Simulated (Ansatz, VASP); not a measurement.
# One calculation of BaTiO3, two programs

Contents of INCAR:

```
PREC     = Accurate       # precision mode
ENCUT    = 520            # plane-wave cutoff, eV
EDIFF    = 1E-7           # SCF threshold, eV
ISMEAR   = 0              # smearing method
SIGMA    = 0.01           # smearing width, eV
LREAL    = False          # projectors in reciprocal space
LASPH    = True           # aspherical terms in the spheres
NELM     = 150            # most SCF steps
ALGO     = Normal         # electronic algorithm
ISIF     = 2              # what is computed and relaxed
LWAVE    = False          # write WAVECAR
LCHARG   = False          # write CHGCAR
LMAXMIX  = 4              # l up to which the mixer works
LDAU     = True           # DFT+U
LDAUTYPE = 2            
LDAUL    = -1 2 -1        # shell
LDAUU    = 0 2 0          # U, eV
LDAUJ    = 0 0 0        
LDAUPRINT= 1            
GGA      = PS             # functional
NBANDS   = 28             # bands
```

Contents of KPOINTS:

```
regular mesh
0
Gamma
  6 6 6
```

Contents of POSCAR:

```
BaTiO3
1.0
    3.9855000000      0.0000000000      0.0000000000
    0.0000000000      2.8369000000      2.8451500000
    0.0000000000     -2.8369000000      2.8451500000
Ba Ti O
1 1 3
Direct
    0.0000000000      0.0000000000      0.0000000000
    0.5000000000      0.5124000000      0.5124000000
    0.0000000000      0.4874000000      0.4874000000
    0.5000000000      0.5052400000      0.9918400000
    0.5000000000      0.9918400000      0.5052400000
```

Input for Ansatz:

```yaml
crystal:
  lattice:
    - [3.9855, 0.0, 0.0]
    - [0.0, 2.8369, 2.84515]
    - [0.0, -2.8369, 2.84515]
  atoms:
    - { symbol: Ba, position: [0.0, 0.0, 0.0] }
    - { symbol: Ti, position: [0.5, 0.5124, 0.5124] }
    - { symbol: O, position: [0.0, 0.4874, 0.4874] }
    - { symbol: O, position: [0.5, 0.50524, 0.99184] }
    - { symbol: O, position: [0.5, 0.99184, 0.50524] }
basis:
  ecutwfc: 550.0
kpoints:
  mp_grid:
    grid: [6, 6, 6]
hamiltonian:
  xc: pbesol
  hubbard:
    - { species: Ti, l: d, u_eff: 2.0 }
scf:
  occupations:
    method: fixed
output:
  eigenvalues: true
```

Alike in both runs: task single point; functional PBEsol; k mesh 6 × 6 × 6; no spin polarisation; Hubbard terms Ti d U = 2.0 eV.

```csv
,VASP,Ansatz
version,VASP 6.6.1,Ansatz 0.2.0
potentials or method,"VASP PAW PBE potentials, release 64 (Ba_sv, Ti_sv, O), cutoff 520 eV","plane waves, PAW"
occupations,"gaussian, width 0.01 eV",fixed
valence electrons in the cell,40,40
```

```tsv
	VASP	Ansatz	Ansatz less VASP
gap on the k mesh at the Fermi level (eV)	2.02	2.07	+0.048
```

VASP's potentials were made for PBE, not for PBEsol. The programs project onto different local orbitals, so the same U acts differently, and such runs can settle in different states.

Spin-orbit coupling is off throughout.
